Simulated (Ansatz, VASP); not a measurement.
## One calculation of BiTe, two programs

```
Bi Te
1.0
     5.34130    0.00000    0.00000
    -2.67065    4.62570    0.00000
     0.00000    0.00000    6.87378
Bi Te
2 2
Direct
  0.33333 0.66667 0.25000
  0.66667 0.33333 0.75000
  0.33333 0.66667 0.75000
  0.66667 0.33333 0.25000
```

Alike in both runs: task relaxation of cell and atoms; functional PBE; k mesh 6 × 6 × 4; occupations gaussian, width 0.1 eV; no spin polarisation.

```csv
,VASP,Ansatz
version,VASP 6.6.1,Ansatz 0.2.0
potentials or method,"VASP PAW PBE potentials, release 64 (Bi_d, Te), cutoff 600 eV","scalar-relativistic, plane waves, PAW"
valence electrons in the cell,42,62
```

|  | VASP | Ansatz | Ansatz less VASP |
| --- | --- | --- | --- |
| gap on the k mesh at the Fermi level, each at its own relaxed structure (eV) | none | none | - |
| relaxed volume (Å³/atom) | 42.53 | 42.61 | +0.080 |
| relaxed length of the cell vector where the two differ most in proportion (Å) | 6.432 | 6.456 | +0.0247 |

A gap of «none» marks a metal or a gap that the smearing closes. VASP's potentials hold 42 valence electrons a cell and Ansatz's 62, so a difference there can come from the potentials and not from the codes.

Neither program's run includes spin-orbit coupling.
